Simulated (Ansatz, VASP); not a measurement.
## SiCl: VASP beside Ansatz

```
Si Cl
1.0
     0.00000    3.32801    3.32801
     3.32801    0.00000    3.32801
     3.32801    3.32801    0.00000
Si Cl
2 2
Cartesian
  3.3280 3.3280 3.3280
  4.9920 4.9920 4.9920
  0.0000 0.0000 0.0000
  1.6640 1.6640 1.6640
```

Alike in both runs: functional PBE; k mesh 4 × 4 × 4; occupations gaussian, width 0.1 eV; no spin polarisation.

Ansatz relaxed the structure, and its values are those at the end. VASP's run is a single point on that final structure, the one shown.

|  | VASP | Ansatz |
| --- | --- | --- |
| version | VASP 6.6.1 | Ansatz 0.2.0 |
| potentials or method | VASP PAW PBE potentials, release 64 (Si, Cl), cutoff 520 eV | scalar-relativistic, plane waves, PAW |
| valence electrons in the cell | 22 | 22 |

VASP gave:

* gap on the k mesh at the Fermi level (eV): none
* pressure (GPa): 0.2

**Question.** What did Ansatz give for the same quantities?

**Answer.** gap on the k mesh at the Fermi level (eV): none; pressure (GPa): 0.3.

A gap of «none» marks a metal or a gap that the smearing closes.

The k mesh is coarse, so the values compare programs but aren't converged.
